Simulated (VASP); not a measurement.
# ZnO (P6_3mc) in VASP: dielectric tensor with r2SCAN

Aim: the dielectric tensor of ZnO with r2SCAN.

Program: VASP 6.6.1. These are calculated values, not measurements. Logs are shortened: lines on timing, memory, paths and dates and some standing lists are left out, and cuts for length are marked.

### Step 1. The cell of the first run

The structure is hexagonal, space group P6_3mc (No. 186). The conventional cell has a = 3.235 Å, b = 3.235 Å, c = 5.211 Å, α = 90.00°, β = 90.00°, γ = 120.00°. Within 2.6 Å of Zn (site symmetry 3m) lie 4 O at 1.97 to 1.98 Å. Within 2.6 Å of O (site symmetry 3m) lie 4 Zn at 1.97 to 1.98 Å.

### Step 2. Dielectric tensor, r2SCAN

The input, INCAR:

```
SYSTEM = ZnO
ALGO = Normal
EDIFF = 1E-8
ENCUT = 520
ISIF = 2
ISMEAR = 0
LASPH = .True.
LCALCEPS = .True.
LCHARG = .False.
LMIXTAU = .True.
LREAL = .False.
LWAVE = .False.
METAGGA = R2SCAN
NELM = 60
PREC = Accurate
SIGMA = 0.01
```

The input, KPOINTS:

```
k-points
0
Gamma
  9 9 4
  0 0 0
```

The input, POSCAR:

```
ZnO
1.0
    3.2353408559      0.0000000000      0.0000000000
   -1.6176704279      2.8018873711      0.0000000000
    0.0000000000      0.0000000000      5.2109518619
Zn O
2 2
Direct
    0.3333333333      0.6666666667     -0.0023477509
    0.6666666667      0.3333333333      0.4976522491
    0.3333333333      0.6666666667      0.3773477509
    0.6666666667      0.3333333333      0.8773477509
```

Potentials or basis: VASP PAW PBE potentials, release 64 (Zn, O).

Command:

```
> cat potpaw_PBE.64/Zn/POTCAR potpaw_PBE.64/O/POTCAR > POTCAR
> mpirun -np 1 vasp_std > vasp.out
```

OUTCAR:

```text
SYSTEM = ZnO
   EDIFF = 1E-8
   ENCUT = 520
   ISIF = 2
   ISMEAR = 0
   LASPH = .True.
   LREAL = .False.
   METAGGA = R2SCAN
   NELM = 60
   PREC = Accurate

 ion  position               nearest neighbor table
   1  0.333  0.667  0.998-   4 1.97   4 1.97   4 1.97   3 1.98
   2  0.667  0.333  0.498-   3 1.97   3 1.97   3 1.97   4 1.98
   3  0.333  0.667  0.377-   2 1.97   2 1.97   2 1.97   1 1.98
   4  0.667  0.333  0.877-   1 1.97   1 1.97   1 1.97   2 1.98

  LATTYP: Found a hexagonal cell.
 ALAT       =     3.2353408559
 C/A-ratio  =     1.6106345804

  Lattice vectors:

 A1 = (   3.2353408559,   0.0000000000,   0.0000000000)
 A2 = (  -1.6176704279,   2.8018873711,   0.0000000000)
 A3 = (   0.0000000000,   0.0000000000,   5.2109518619)

Analysis of symmetry for initial positions (statically):
=====================================================================
 Subroutine PRICEL returns:
 Original cell was already a primitive cell.

 Routine SETGRP: Setting up the symmetry group for a
 hexagonal supercell.

 Subroutine GETGRP returns: Found 12 space group operations
 (whereof  6 operations were pure point group operations)
 out of a pool of 24 trial point group operations.

The static configuration has the point symmetry C_3v.
 The point group associated with its full space group is C_6v.

Analysis of symmetry for dynamics (positions and initial velocities):
=====================================================================
 Subroutine PRICEL returns:
 Original cell was already a primitive cell.

 Routine SETGRP: Setting up the symmetry group for a
 hexagonal supercell.

 Subroutine GETGRP returns: Found 12 space group operations
 (whereof  6 operations were pure point group operations)
 out of a pool of 24 trial point group operations.

The dynamic configuration has the point symmetry C_3v.
 The point group associated with its full space group is C_6v.

 Subroutine INISYM returns: Found 12 space group operations
 (whereof  6 operations are pure point group operations),
 and found     1 'primitive' translations

----------------------------------------------------------------------------------------

                                     Primitive cell

  volume of cell :      47.2376

  direct lattice vectors                    reciprocal lattice vectors
     3.235340856  0.000000000  0.000000000     0.309086444  0.178451142  0.000000000
    -1.617670428  2.801887371  0.000000000     0.000000000  0.356902283  0.000000000
     0.000000000  0.000000000  5.210951862     0.000000000  0.000000000  0.191903519

  length of vectors
     3.235340856  3.235340856  5.210951862     0.356902283  0.356902283  0.191903519

  position of ions in fractional coordinates (direct lattice)
     0.333333333  0.666666667  0.997652249
     0.666666667  0.333333333  0.497652249
     0.333333333  0.666666667  0.377347751
     0.666666667  0.333333333  0.877347751

  ion indices of the primitive-cell ions
   primitive index   ion index
                 1           1
                 2           2
                 3           3
                 4           4

----------------------------------------------------------------------------------------

 KPOINTS: k-points

Automatic generation of k-mesh.
 Grid dimensions read from file:
 generate k-points for:    9    9    4

 Generating k-lattice:

  Cartesian coordinates                     Fractional coordinates (reciprocal lattice)
     0.034342938  0.019827905  0.000000000     0.111111111 -0.000000000  0.000000000
     0.000000000  0.039655809  0.000000000     0.000000000  0.111111111  0.000000000
     0.000000000  0.000000000  0.047975880     0.000000000  0.000000000  0.250000000

  Length of vectors
     0.039655809  0.039655809  0.047975880

  Shift w.r.t. Gamma in fractional coordinates (k-lattice)
[... 41 lines left out ...]
   NGXF,Y,Z  is equivalent  to a cutoff of  24.66, 24.66, 25.52 a.u.
 SYSTEM =  ZnO
   PREC   = accura    normal or accurate (medium, high low for compatibility)
   ISTART =      0    job   : 0-new  1-cont  2-samecut
   ICHARG =      2    charge: 1-file 2-atom 10-const
   ISPIN  =      1    spin polarized calculation?
   LNONCOLLINEAR =      F non collinear calculations
   LSORBIT =      F    spin-orbit coupling
   LASPH  =      T    aspherical Exc in radial PAW
   ENCUT  =  520.0 eV  38.22 Ry    6.18 a.u.   6.02  6.02  9.69*2*pi/ulx,y,z
   NELM   =     60;   NELMIN=  2; NELMDL= -5     # of ELM steps
   EDIFF  = 0.1E-07   stopping-criterion for ELM
   LREAL  =      F    real-space projection
   EDIFFG = 0.1E-06   stopping-criterion for IOM
   NSW    =      0    number of steps for IOM
   IBRION =     -1    ionic relax: 0-MD 1-quasi-New 2-CG
   NFREE  =      0    steps in history (QN), initial steepest desc. (CG)
   ISIF   =      2    stress and relaxation
   ISYM   =      2    0-nonsym 1-usesym 2-fastsym
   POTIM  = 0.5000    time-step for ionic-motion
   TEBEG  =    0.0;   TEEND  =   0.0 temperature during run
   PSTRESS=    0.0 pullay stress
   NELECT =      36.0000    total number of electrons
   NUPDOWN=      -1.0000    fix difference up-down
   EMIN   =  10.00;   EMAX   =-10.00  energy-range for DOS
   EFERMI =   0.00;   METHOD = LEGACY
   ISMEAR =     0;   SIGMA  =   0.01  broadening in eV -4-tet -1-fermi 0-gaus
   EFERMI_NEDOS =   21; number of points for ismear=-14 and -15
   IALGO  =     38    algorithm
   IMIX   =      4    mixing-type and parameters
     AMIX     =   0.40;   BMIX     =  1.00
     AMIX_MAG =   1.60;   BMIX_MAG =  1.00
  volume/ion in A,a.u.               =      11.81        79.69
  Fermi-wavevector in a.u.,A,eV,Ry     =   1.495362  2.825825 30.424099  2.236108
  Thomas-Fermi vector in A             =   2.607517
   LORBIT       =      0    0 simple, 1 ext, 2 COOP (PROOUT), +10 PAW based schemes
   METAGGA = R2SCAN    functional components
   LHFCALC =     F    Hartree Fock is set to
   AEXX    =    0.0000 exact exchange contribution
   IVDW    =     0    specifies the selected vdW correction
   LEPSILON=     F    determine dielectric tensor
   LRPA    =     F    only Hartree local field effects (RPA)
   LRPA       =     F
 non-spin polarized calculation
 Gauss-broadening in eV      SIGMA  =   0.01
  energy-cutoff  :      520.00
  volume of cell :       47.24
 maximum number of plane-waves:      1296
   NGX = 13   NGY = 13   NGZ = 19

 Total electronic dipole moment: p[elc]=(    -0.00000     0.00849    -5.17040 ) |e| Angst

 number of electron      36.0000032 magnetization

 Free energy of the ion-electron system (eV)
  ---------------------------------------------------
  ext. energy  EPLUGINS =         0.00000000
  ---------------------------------------------------
  free energy    TOTEN  =       -36.26596057 eV

  energy without entropy =      -36.26596057  energy(sigma->0) =      -36.26596057

 E-fermi :   0.9813     XC(G=0): -11.7064

 val. band max:        0.9190309987   @ k =   0.0000   0.0000   0.0000
 cond. band min:   10000.0000000000   @ k =   0.0000   0.0000   0.0000
 fundamental gap:   9999.0809690013
 Fermi energy:         0.9812537478

 k-point     1 :       0.0000    0.0000    0.0000
  band No.  band energies     occupation
      1     -18.2264      2.00000
      2     -17.5302      2.00000
      3      -4.9397      2.00000
      4      -4.9397      2.00000
      5      -4.8825      2.00000
      6      -4.8352      2.00000
[... 589 lines left out ...]
     21   10000.0000      0.00000
     22   10000.0000      0.00000

 [... further k-points ...]

------------------------ aborting loop because EDIFF is reached ----------------------------------------

            Ionic dipole moment: p[ion]=(     0.00000     0.00000    38.93533 ) |e| Angst

 Total electronic dipole moment: p[elc]=(     0.00000     0.00000    -5.16186 ) |e| Angst

 MACROSCOPIC STATIC DIELECTRIC TENSOR (including local field effects)
 ------------------------------------------------------
           4.253147     0.000000     0.000000
           0.000000     4.253147     0.000000
           0.000000     0.000000     4.271377
 ------------------------------------------------------

 PIEZOELECTRIC TENSOR (including local field effects) (e Angst)
          XX          YY          ZZ          XY          YZ          ZX
  --------------------------------------------------------------------------------
  x     0.00000     0.00000    -0.00000     0.00000     0.00000     1.13944
  y    -0.00000     0.00000     0.00000    -0.00000     1.13930     0.00000
  z     1.07653     1.07653    -2.20303     0.00000     0.00000     0.00000

 PIEZOELECTRIC TENSOR (including local field effects) (C/m^2)
          XX          YY          ZZ          XY          YZ          ZX
  --------------------------------------------------------------------------------
  x     0.00000     0.00000    -0.00000     0.00000     0.00000     0.38647
  y    -0.00000     0.00000     0.00000    -0.00000     0.38642     0.00000
  z     0.36513     0.36513    -0.74721     0.00000     0.00000     0.00000

 BORN EFFECTIVE CHARGES (including local field effects) (in |e|, cummulative output)
 ---------------------------------------------------------------------------------
 ion    1
    1     2.08005     0.00000     0.00000
    2     0.00000     2.08005    -0.00000
    3    -0.00000     0.00000     2.13126
 ion    2
    1     2.08005     0.00000     0.00000
    2     0.00000     2.08005     0.00000
    3     0.00000     0.00000     2.13126
 ion    3
    1    -2.08005    -0.00000    -0.00000
    2    -0.00000    -2.08005     0.00000
    3     0.00000     0.00000    -2.13126
 ion    4
    1    -2.08005    -0.00000     0.00000
    2    -0.00000    -2.08005     0.00000
    3    -0.00000     0.00000    -2.13126

  FORCE on cell =-STRESS in cart. coord.  units (eV):
  Direction    XX          YY          ZZ          XY          YZ          ZX
  --------------------------------------------------------------------------------------
  -------------------------------------------------------------------------------------
  Total        0.2993279      0.2993279      0.3237113      0.0000000      0.0000000     -0.0000000
  in kB       10.1524310     10.1524310     10.9794528      0.0000000      0.0000000     -0.0000000
  external PRESSURE =      10.4281049 kB  Pullay stress =       0.0000000 kB

 VOLUME and BASIS-vectors are now :
 -----------------------------------------------------------------------------
  energy-cutoff  :      520.00
  volume of cell :       47.24
      direct lattice vectors                 reciprocal lattice vectors
     3.235340856  0.000000000  0.000000000     0.309086444  0.178451142  0.000000000
    -1.617670428  2.801887371  0.000000000     0.000000000  0.356902283  0.000000000
     0.000000000  0.000000000  5.210951862     0.000000000  0.000000000  0.191903519

 POSITION                                       TOTAL-FORCE (eV/Angst)
 -----------------------------------------------------------------------------------
     -0.00000      1.86792      5.19872        -0.000000     -0.000000      0.002931
      1.61767      0.93396      2.59324        -0.000000     -0.000000      0.002931
     -0.00000      1.86792      1.96634        -0.000000      0.000000     -0.002931
      1.61767      0.93396      4.57182         0.000000     -0.000000     -0.002931
 -----------------------------------------------------------------------------------
    total drift:                                0.000001      0.000002     -0.001087

  FREE ENERGIE OF THE ION-ELECTRON SYSTEM (eV)
  ---------------------------------------------------
  free  energy   TOTEN  =       -36.2659605702 eV

  energy  without entropy=      -36.2659605702  energy(sigma->0) =      -36.26596057
```

Run time: 60 min. Hardware: 1 thread of Intel Xeon Platinum 8488C (Sapphire Rapids), shared host; peak memory 0.72 GiB.

What came out:

```
Band gap on the k mesh                  : 1.23 eV
Electronic dielectric tensor (diagonal) : 4.25, 4.25, 4.27
Born charges (mean of the diagonal)     : Zn +2.10; O -2.10 e
```

Levels at points of the mesh, in eV from the valence-band top:
| k point | band 15 | band 16 | band 17 | band 18 | band 19 | band 20 | band 21 | band 22 |
| --- | --- | --- | --- | --- | --- | --- | --- | --- |
| (0.00, 0.00, 0.00) | -0.82 | -0.10 | 0.00 | 0.00 | 1.23 | 5.87 | 8.83 | 13.73 |
| (0.00, 0.00, 0.50) | -0.40 | -0.40 | -0.40 | -0.40 | 3.94 | 3.94 | 10.83 | 10.83 |

Electronic dielectric tensor:
```
4.25 0.00 0.00
0.00 4.25 0.00
0.00 0.00 4.27
```

Born effective charge tensors (e):
atom 1, Zn
```
2.08 0.00 0.00
0.00 2.08 0.00
0.00 0.00 2.13
```
atom 2, Zn
```
2.08 0.00 0.00
0.00 2.08 0.00
0.00 0.00 2.13
```
atom 3, O
```
-2.08  0.00  0.00
 0.00 -2.08  0.00
 0.00  0.00 -2.13
```
atom 4, O
```
-2.08  0.00  0.00
 0.00 -2.08  0.00
 0.00  0.00 -2.13
```

Dipole moments of the cell (e·Å, modulo the quantum): ionic 0.000, 0.000, 38.935; electronic 0.000, 0.000, -5.162

Caveat: the PAW data sets were made with another functional, which shifts forces and pressure a little.

The gap in the log of VASP goes by the Fermi energy; the results here count the filled bands.